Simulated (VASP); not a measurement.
Wanted: the native input for a VASP 6.6.1 run.

| Quantity | Value |
| --- | --- |
| Task | single point |
| Functional | PBE |
| Dispersion | D3(BJ) |
| Potentials or basis | VASP PAW PBE potentials, release 64 (S, W_sv) |
| Cutoff | 520 eV |
| k mesh | 9 × 9 × 1 |
| Occupations | gaussian, width 0.05 eV |
| Spin | no spin polarisation |
| Dipole correction | yes |
| Further INCAR settings | ALGO = Normal; EDIFF = 1e-06; NBANDS = 35 |

The structure of WS2 lies in POSCAR:

```
WS2
1.0
    3.1595456883      0.0000000000      0.0000000000
   -1.5797728441      2.7362468304      0.0000000000
    0.0000000000      0.0000000000     23.8042572081
S W
4 2
Direct
    0.3333333333      0.6666666667      0.1890418155
    0.3333333333      0.6666666667      0.3214605076
    0.5000000000      1.0000000000      0.4743743317
    0.5000000000      1.0000000000      0.6067930237
    0.6666666667      0.3333333333      0.2552511585
    0.1666666667      1.3333333333      0.5405836746
```

One way to write it, as run:

INCAR

```
SYSTEM = WS2
ALGO = Normal
DIPOL = 0.5 0.5 0.398
EDIFF = 1E-6
ENCUT = 520
GGA = PE
IDIPOL = 3
ISIF = 2
ISMEAR = 0
IVDW = 12
LASPH = .TRUE.
LCHARG = .TRUE.
LDIPOL = .TRUE.
LELF = .TRUE.
LREAL = .FALSE.
LVACPOTAV = .TRUE.
LVHAR = .TRUE.
LWAVE = .FALSE.
NBANDS = 35
NELM = 60
PREC = Accurate
SIGMA = 0.05
```

KPOINTS

```
k-points
0
G
  9 9 1
  0 0 0
```

Potentials or basis: VASP PAW PBE potentials, release 64 (S, W_sv).

The run is started by

```console
$ cat potpaw_PBE.64/S/POTCAR potpaw_PBE.64/W_sv/POTCAR > POTCAR
$ mpirun -np 1 vasp_std > vasp.out
```

It gave:

```yaml
Largest_force: 0.051 eV/Å
Band_gap_on_the_k_mesh: 1.81 eV, indirect (least direct gap 1.91 eV)
Dispersion_energy_per_atom: -0.347 eV
```

Caveat: spin-orbit coupling is left out, which moves the levels of the heavy elements.

Run time: 4 min on 1 thread of Intel(R) Xeon(R) Platinum 8488C (Sapphire Rapids), with other jobs on the host, peak memory 0.38 GiB.
